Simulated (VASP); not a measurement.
# ZnCu (Pm-3m) in VASP: a series of runs, part 2 of 2

VASP 6.6.1. The steps go on from the part before.

### Step 4. Single point, revPBE

This run uses another cell than the first one, of 13.41 Å³/atom, 1.028 times its volume.

Input file INCAR:

```
SYSTEM = ZnCu
ALGO = Fast ; EDIFF = 1E-6
ENCUT = 520 ; GGA = RE
ISIF = 2 ; ISMEAR = -1
LASPH = .TRUE. ; LCHARG = .FALSE.
LREAL = .FALSE. ; LWAVE = .FALSE.
NBANDS = 18 ; NELM = 100
PREC = Accurate ; SIGMA = 0.05
```

Input file KPOINTS:

```
k-points
0
G
  9 9 9
  0 0 0
```

Input file POSCAR:

```
ZnCu
1.0
    2.9932228076      0.0000000000      0.0000000000
    0.0000000000      2.9932228076      0.0000000000
    0.0000000000      0.0000000000      2.9932228076
Zn Cu
1 1
Direct
    0.5000000000      0.5000000000      0.5000000000
    0.0000000000      0.0000000000      0.0000000000
```

Potentials or basis: VASP PAW PBE potentials, release 64 (Zn, Cu).

Launch:

```sh
$ cat potpaw_PBE.64/Zn/POTCAR potpaw_PBE.64/Cu/POTCAR > POTCAR
$ mpirun -np 1 vasp_std > vasp.out
```

OUTCAR:

```text
SYSTEM = ZnCu
   EDIFF = 1E-6
   ENCUT = 520
   GGA = RE
   ISIF = 2
   ISMEAR = -1
   LASPH = .TRUE.
   LREAL = .FALSE.
   NELM = 100
   PREC = Accurate

 ion  position               nearest neighbor table
   1  0.500  0.500  0.500-   2 2.59   2 2.59   2 2.59   2 2.59   2 2.59   2 2.59   2 2.59   2 2.59

   2  0.000  0.000  0.000-   1 2.59   1 2.59   1 2.59   1 2.59   1 2.59   1 2.59   1 2.59   1 2.59

  LATTYP: Found a simple cubic cell.
 ALAT       =     2.9932228076

  Lattice vectors:

 A1 = (   2.9932228076,   0.0000000000,   0.0000000000)
 A2 = (   0.0000000000,   2.9932228076,   0.0000000000)
 A3 = (   0.0000000000,   0.0000000000,   2.9932228076)

Analysis of symmetry for initial positions (statically):
=====================================================================
 Subroutine PRICEL returns:
 Original cell was already a primitive cell.

 Routine SETGRP: Setting up the symmetry group for a
 simple cubic supercell.

 Subroutine GETGRP returns: Found 48 space group operations
 (whereof 48 operations were pure point group operations)
 out of a pool of 48 trial point group operations.

The static configuration has the point symmetry O_h .

Analysis of symmetry for dynamics (positions and initial velocities):
=====================================================================
 Subroutine PRICEL returns:
 Original cell was already a primitive cell.

 Routine SETGRP: Setting up the symmetry group for a
 simple cubic supercell.

 Subroutine GETGRP returns: Found 48 space group operations
 (whereof 48 operations were pure point group operations)
 out of a pool of 48 trial point group operations.

The dynamic configuration has the point symmetry O_h .

 Subroutine INISYM returns: Found 48 space group operations
 (whereof 48 operations are pure point group operations),
 and found     1 'primitive' translations

----------------------------------------------------------------------------------------

                                     Primitive cell

  volume of cell :      26.8174

  direct lattice vectors                    reciprocal lattice vectors
     2.993222808  0.000000000  0.000000000     0.334088060  0.000000000  0.000000000
     0.000000000  2.993222808  0.000000000     0.000000000  0.334088060  0.000000000
     0.000000000  0.000000000  2.993222808     0.000000000  0.000000000  0.334088060

  length of vectors
     2.993222808  2.993222808  2.993222808     0.334088060  0.334088060  0.334088060

  position of ions in fractional coordinates (direct lattice)
     0.500000000  0.500000000  0.500000000
     0.000000000  0.000000000  0.000000000

  ion indices of the primitive-cell ions
   primitive index   ion index
                 1           1
                 2           2

----------------------------------------------------------------------------------------

 KPOINTS: k-points

Automatic generation of k-mesh.
 Grid dimensions read from file:
 generate k-points for:    9    9    9

 Generating k-lattice:

  Cartesian coordinates                     Fractional coordinates (reciprocal lattice)
     0.037120896  0.000000000  0.000000000     0.111111111  0.000000000  0.000000000
     0.000000000  0.037120896  0.000000000     0.000000000  0.111111111  0.000000000
     0.000000000  0.000000000  0.037120896     0.000000000  0.000000000  0.111111111

  Length of vectors
     0.037120896  0.037120896  0.037120896

  Shift w.r.t. Gamma in fractional coordinates (k-lattice)
     0.000000000  0.000000000  0.000000000

 Subroutine IBZKPT returns following result:
 ===========================================

 Found     35 irreducible k-points:

 Following reciprocal coordinates:
            Coordinates               Weight
  0.000000  0.000000  0.000000      1.000000
  0.111111  0.000000  0.000000      6.000000
  0.222222  0.000000  0.000000      6.000000
  0.333333  0.000000  0.000000      6.000000
  0.444444  0.000000  0.000000      6.000000
  0.111111  0.111111  0.000000     12.000000
[... 16 lines left out ...]
  0.333333  0.333333  0.111111     24.000000
  0.444444  0.333333  0.111111     48.000000
 [... further k-points ...]
   k-points           NKPTS =     35   k-points in BZ     NKDIM =     35   number of bands    NBANDS=     18
   number of dos      NEDOS =    301   number of ions     NIONS =      2
   total plane-waves  NPLWV =  13824
   dimension x,y,z NGX =    24 NGY =   24 NGZ =   24
   dimension x,y,z NGXF=    48 NGYF=   48 NGZF=   48
   ions per type =               1   1
   NGX,Y,Z   is equivalent  to a cutoff of  13.33, 13.33, 13.33 a.u.
   NGXF,Y,Z  is equivalent  to a cutoff of  26.66, 26.66, 26.66 a.u.
 SYSTEM =  ZnCu
   PREC   = accura    normal or accurate (medium, high low for compatibility)
   ISTART =      0    job   : 0-new  1-cont  2-samecut
   ICHARG =      2    charge: 1-file 2-atom 10-const
   ISPIN  =      1    spin polarized calculation?
   LNONCOLLINEAR =      F non collinear calculations
   LSORBIT =      F    spin-orbit coupling
   LASPH  =      T    aspherical Exc in radial PAW
   ENCUT  =  520.0 eV  38.22 Ry    6.18 a.u.   5.57  5.57  5.57*2*pi/ulx,y,z
   NELM   =    100;   NELMIN=  2; NELMDL= -5     # of ELM steps
   EDIFF  = 0.1E-05   stopping-criterion for ELM
   LREAL  =      F    real-space projection
   EDIFFG = 0.1E-04   stopping-criterion for IOM
   NSW    =      0    number of steps for IOM
   IBRION =     -1    ionic relax: 0-MD 1-quasi-New 2-CG
   NFREE  =      0    steps in history (QN), initial steepest desc. (CG)
   ISIF   =      2    stress and relaxation
   ISYM   =      2    0-nonsym 1-usesym 2-fastsym
   POTIM  = 0.5000    time-step for ionic-motion
   TEBEG  =    0.0;   TEEND  =   0.0 temperature during run
   PSTRESS=    0.0 pullay stress
   NELECT =      23.0000    total number of electrons
   NUPDOWN=      -1.0000    fix difference up-down
   EMIN   =  10.00;   EMAX   =-10.00  energy-range for DOS
   EFERMI =   0.00;   METHOD = LEGACY
   ISMEAR =    -1;   SIGMA  =   0.05  broadening in eV -4-tet -1-fermi 0-gaus
   EFERMI_NEDOS =   21; number of points for ismear=-14 and -15
   IALGO  =     68    algorithm
   IMIX   =      4    mixing-type and parameters
     AMIX     =   0.40;   BMIX     =  1.00
     AMIX_MAG =   1.60;   BMIX_MAG =  1.00
  volume/ion in A,a.u.               =      13.41        90.49
  Fermi-wavevector in a.u.,A,eV,Ry     =   1.555411  2.939300 32.916605  2.419302
  Thomas-Fermi vector in A             =   2.659356
   LORBIT       =      0    0 simple, 1 ext, 2 COOP (PROOUT), +10 PAW based schemes
   GGA     = RE    functional components
   LHFCALC =     F    Hartree Fock is set to
   AEXX    =    0.0000 exact exchange contribution
   IVDW    =     0    specifies the selected vdW correction
   LEPSILON=     F    determine dielectric tensor
   LRPA    =     F    only Hartree local field effects (RPA)
 non-spin polarized calculation
 RMM-DIIS sequential band-by-band and
  energy-cutoff  :      520.00
  volume of cell :       26.82
 maximum number of plane-waves:       739
 NGX is ok and might be reduce to    24
   NGX = 11   NGY = 11   NGZ = 11

 number of electron      23.0000043 magnetization

 Free energy of the ion-electron system (eV)
  ---------------------------------------------------
  ext. energy  EPLUGINS =         0.00000000
  ---------------------------------------------------
  free energy    TOTEN  =        -4.32077117 eV

  energy without entropy =       -4.31605784  energy(sigma->0) =       -4.31841451

 E-fermi :   5.2642     XC(G=0): -12.0297

 val. band max:        5.2253409577   @ k =   0.3333   0.3333   0.0000
 cond. band min:       5.3805617659   @ k =   0.3333   0.2222   0.1111
 fundamental gap:      0.1552208083
 Fermi energy:         5.2642277535

 k-point     1 :       0.0000    0.0000    0.0000
  band No.  band energies     occupation
      1      -4.7619      2.00000
      2      -2.4912      2.00000
      3      -2.4912      2.00000
      4      -1.8705      2.00000
      5      -1.8705      2.00000
      6      -1.8705      2.00000
[... 10 lines left out ...]
     17      16.8005      0.00000
     18      28.1215      0.00000
[... 463 lines left out ...]
 k-point    24 :       0.4444    0.3333    0.1111
  band No.  band energies     occupation
      1      -2.5357      2.00000
      2      -2.2827      2.00000
      3      -2.1175      2.00000
      4      -2.0653      2.00000
      5      -1.7914      2.00000
      6       0.3013      2.00000
[... 10 lines left out ...]
     17      20.0336      0.00000
     18      21.1282      0.00000

 [... further k-points ...]

------------------------ aborting loop because EDIFF is reached ----------------------------------------

  FORCE on cell =-STRESS in cart. coord.  units (eV):
  Direction    XX          YY          ZZ          XY          YZ          ZX
  --------------------------------------------------------------------------------------
  -------------------------------------------------------------------------------------
  Total        0.1166713      0.1166713      0.1166713      0.0000000     -0.0000000      0.0000000
  in kB        6.9703947      6.9703947      6.9703947      0.0000000     -0.0000000      0.0000000
  external PRESSURE =       6.9703947 kB  Pullay stress =       0.0000000 kB

 VOLUME and BASIS-vectors are now :
 -----------------------------------------------------------------------------
  energy-cutoff  :      520.00
  volume of cell :       26.82
      direct lattice vectors                 reciprocal lattice vectors
     2.993222808  0.000000000  0.000000000     0.334088060  0.000000000  0.000000000
     0.000000000  2.993222808  0.000000000     0.000000000  0.334088060  0.000000000
     0.000000000  0.000000000  2.993222808     0.000000000  0.000000000  0.334088060

 POSITION                                       TOTAL-FORCE (eV/Angst)
 -----------------------------------------------------------------------------------
      1.49661      1.49661      1.49661         0.000000      0.000000      0.000000
      0.00000      0.00000      0.00000         0.000000      0.000000      0.000000
 -----------------------------------------------------------------------------------
    total drift:                                0.000000      0.000000     -0.000000

  FREE ENERGIE OF THE ION-ELECTRON SYSTEM (eV)
  ---------------------------------------------------
  free  energy   TOTEN  =        -4.3207711739 eV

  energy  without entropy=       -4.3160578424  energy(sigma->0) =       -4.31841451
```

stdout:

```text
POSCAR found type information on POSCAR ZnCu
 POSCAR found :  2 types and       2 ions
 scaLAPACK will be used
 -----------------------------------------------------------------------------
|                                                                             |
|                                                                             |
|     You enforced a specific xc type in the INCAR file but a different       |
|     I HOPE YOU KNOW WHAT YOU ARE DOING!                                     |
|                                                                             |
 -----------------------------------------------------------------------------

 LDA part: xc-table for (Slater+PW92), standard interpolation
 POSCAR, INCAR and KPOINTS ok, starting setup
 FFT: planning ... GRIDC
 FFT: planning ... GRID_SOFT
 FFT: planning ... GRID
 WAVECAR not read
 entering main loop
```

Run time: 22 s. Hardware: 1 thread of Intel Xeon 8259CL, shared host; peak memory 0.14 GiB.

What came out:

| Item | Value |
| --- | --- |
| Free energy | -4.3208 eV |
| Pressure | 0.7 GPa |

Levels at points of the mesh, in eV from the Fermi level:
```tsv
k point	band 9	band 10	band 11	band 12	band 13	band 14
(0.00, 0.00, 0.00)	-2.71	-2.71	-2.71	6.01	6.01	6.01
```

Caveat: the PAW data sets were made with another functional, which shifts forces and pressure a little.

### Step 5. Single point, BLYP

This run uses another cell than the first one, of 13.93 Å³/atom, 1.068 times its volume.

Input file INCAR:

```
PREC = Accurate
ENCUT = 520
EDIFF = 1E-6
ISMEAR = -1
SIGMA = 0.05
LREAL = F
LASPH = T
NELM = 60
ALGO = Normal
ISIF = 2
LWAVE = F
LCHARG = F
GGA = B5
ALDAX = 1.0
AGGAX = 1.0
AGGAC = 1.0
ALDAC = 0.0
NBANDS = 18
```

Input file KPOINTS:

```
regular mesh
0
Gamma
  9 9 9
```

Input file POSCAR:

```
ZnCu
1.0
    3.0313911330      0.0000000000      0.0000000000
    0.0000000000      3.0313911330      0.0000000000
    0.0000000000      0.0000000000      3.0313911330
Zn Cu
1 1
Direct
    0.5000000000      0.5000000000      0.5000000000
    0.0000000000      0.0000000000      0.0000000000
```

Potentials or basis: VASP PAW PBE potentials, release 64 (Zn, Cu).

Launch:

```sh
$ cat potpaw_PBE.64/Zn/POTCAR potpaw_PBE.64/Cu/POTCAR > POTCAR
$ mpirun -np 1 vasp_std > vasp.out
```

OUTCAR:

```text
PREC = Accurate
   ENCUT = 520
   EDIFF = 1E-6
   ISMEAR = -1
   LREAL = F
   LASPH = T
   NELM = 60
   ISIF = 2
   GGA = B5

 ion  position               nearest neighbor table
   1  0.500  0.500  0.500-   2 2.63   2 2.63   2 2.63   2 2.63   2 2.63   2 2.63   2 2.63   2 2.63

   2  0.000  0.000  0.000-   1 2.63   1 2.63   1 2.63   1 2.63   1 2.63   1 2.63   1 2.63   1 2.63

  LATTYP: Found a simple cubic cell.
 ALAT       =     3.0313911330

  Lattice vectors:

 A1 = (   3.0313911330,   0.0000000000,   0.0000000000)
[... 190 lines left out ...]
      5      -2.0009      2.00000
      6      -2.0009      2.00000
[... 481 lines left out ...]
      5      -1.9193      2.00000
      6       0.4086      2.00000
[... 10 lines left out ...]
     17      19.6756      0.00000
     18      20.7129      0.00000

 [... further k-points ...]
[... 5 lines left out ...]
  --------------------------------------------------------------------------------------
  -------------------------------------------------------------------------------------
  Total        0.0936598      0.0936598      0.0936598      0.0000000      0.0000000      0.0000000
  in kB        5.3868897      5.3868897      5.3868897      0.0000000      0.0000000      0.0000000
  external PRESSURE =       5.3868897 kB  Pullay stress =       0.0000000 kB

 VOLUME and BASIS-vectors are now :
 -----------------------------------------------------------------------------
  energy-cutoff  :      520.00
  volume of cell :       27.86
      direct lattice vectors                 reciprocal lattice vectors
     3.031391133  0.000000000  0.000000000     0.329881548  0.000000000  0.000000000
     0.000000000  3.031391133  0.000000000     0.000000000  0.329881548  0.000000000
     0.000000000  0.000000000  3.031391133     0.000000000  0.000000000  0.329881548

 POSITION                                       TOTAL-FORCE (eV/Angst)
 -----------------------------------------------------------------------------------
      1.51570      1.51570      1.51570         0.000000      0.000000      0.000000
      0.00000      0.00000      0.00000         0.000000      0.000000      0.000000
 -----------------------------------------------------------------------------------
    total drift:                                0.000000      0.000000     -0.000000

  FREE ENERGIE OF THE ION-ELECTRON SYSTEM (eV)
  ---------------------------------------------------
  free  energy   TOTEN  =        -3.4456415104 eV

  energy  without entropy=       -3.4405605694  energy(sigma->0) =       -3.44310104
```

It took 31 s on 1 thread of Intel Xeon 8259CL, shared host; peak memory 0.15 GiB.

Results:

| Quantity | Value |
| --- | --- |
| Free energy | -3.4456 eV |
| Pressure | 0.5 GPa |

Levels at points of the mesh, in eV from the Fermi level:
```
           k point  band 8  band 9  band 10  band 11  band 12  band 13  band 14  band 15
(0.00, 0.00, 0.00)   -3.51   -2.78    -2.78    -2.78     5.80     5.80     5.80    10.48
```

Caveat: the PAW data sets were made with another functional, which shifts forces and pressure a little.

### Step 6. Overview

```tsv
level	cell	gap on the mesh (eV)	pressure (GPa)
PBE	a = 2.966 Å, 2 atoms	none	0.6
RPBE	a = 3.004 Å, 2 atoms	none	0.4
revPBE	a = 2.993 Å, 2 atoms	none	0.7
BLYP	a = 3.031 Å, 2 atoms	none	0.5
```

Alike in all rows: task single point; potentials or basis VASP PAW PBE potentials, release 64 (Zn, Cu); no spin polarisation; k mesh 9 × 9 × 9; cutoff (eV) 520; smearing fermi-dirac 0.05 eV.

Caveats: the PAW data sets were made with another functional, which shifts forces and pressure a little (some runs).

Total energies depend on the potentials used, so only differences within one code and one set of settings carry meaning.
